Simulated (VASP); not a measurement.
Write the native input for VASP 6.6.1 that does the following.

```yaml
Task: single point
Functional: PBEsol
Potentials_or_basis: VASP PAW PBE potentials, release 64 (Te, Ti_sv)
Cutoff: 520 eV
k_mesh: 8 × 8 × 4
Occupations: fermi-dirac, width 0.05 eV
Spin: no spin polarisation
Hubbard_terms: Ti d U = 4.0 eV
Dipole_correction: no
k_mesh_for_the_DOS: 12 × 12 × 6
Occupations_for_the_DOS: tetrahedron
Further_INCAR_settings: ALGO = Normal; EDIFF = 1e-06; NBANDS = 19
```

TiTe2:

```xyz
3
Lattice="3.7770 0.0000 0.0000 -1.8885 3.2710 0.0000 0.0000 0.0000 6.4980" Properties=species:S:1:pos:R:3 pbc="T T T"
Te    0.0000    2.1807    4.7903
Te    1.8885    1.0903    1.7077
Ti    0.0000    0.0000    0.0000
```

One way to write it, as run:

POSCAR

```
TiTe2
1.0
    3.7770000000      0.0000000000      0.0000000000
   -1.8885000000      3.2709779501      0.0000000000
    0.0000000000      0.0000000000      6.4980000000
Te Ti
2 1
Direct
    0.3333333333      0.6666666667      0.7372000000
    0.6666666667      0.3333333333      0.2628000000
    0.0000000000      0.0000000000      0.0000000000
```

INCAR.step1

```
SYSTEM = TiTe2
  PREC = Accurate
  ENCUT = 520
  EDIFF = 1E-6
  ISMEAR = -1
  SIGMA = 0.05
  LREAL = .False.
  LASPH = .True.
  NELM = 150
  ALGO = Normal
  ISIF = 2
  LWAVE = .False.
  LCHARG = .True.
  LMAXMIX = 4
  LDAU = .True.
  LDAUTYPE = 2
  LDAUL = -1 2
  LDAUU = 0 4
  LDAUJ = 0 0
  LDAUPRINT = 1
  GGA = PS
  NBANDS = 19
```

KPOINTS.step1

```
regular mesh
0
Gamma
  8 8 4
  0 0 0
```

INCAR.step2

```
SYSTEM = TiTe2
  PREC = Accurate
  ENCUT = 520
  EDIFF = 1E-6
  ISMEAR = -5
  SIGMA = 0.05
  LREAL = .False.
  LASPH = .True.
  NELM = 150
  ALGO = Normal
  ISIF = 2
  LWAVE = .False.
  LCHARG = .False.
  LMAXMIX = 4
  LDAU = .True.
  LDAUTYPE = 2
  LDAUL = -1 2
  LDAUU = 0 4
  LDAUJ = 0 0
  LDAUPRINT = 1
  GGA = PS
  LORBIT = 11
  NBANDS = 19
  NEDOS = 1001
  ICHARG = 11
```

KPOINTS.step2

```
regular mesh
0
Gamma
  12 12 6
  0 0 0
```

Potentials or basis: VASP PAW PBE potentials, release 64 (Te, Ti_sv).

Launch:

```console
$ cat potpaw_PBE.64/Te/POTCAR potpaw_PBE.64/Ti_sv/POTCAR > POTCAR
$ cp INCAR.step1 INCAR
$ cp KPOINTS.step1 KPOINTS
$ mpirun -np 1 vasp_std > vasp.out
$ cp INCAR.step2 INCAR
$ cp KPOINTS.step2 KPOINTS
$ mpirun -np 1 vasp_std > vasp.out
```

Results of the run:

```json
{
 "Valence electrons inside the program's atomic spheres": "Te 3.44; Ti 10.03"
}
```

Caveat: U without spin polarisation on a metal has little footing; the U is typed as a test and isn't derived for this compound.

Run time: 55 s on 1 thread of AMD EPYC 9R45 96-Core Processor (Zen 5), with other jobs on the host, peak memory 0.26 GiB.
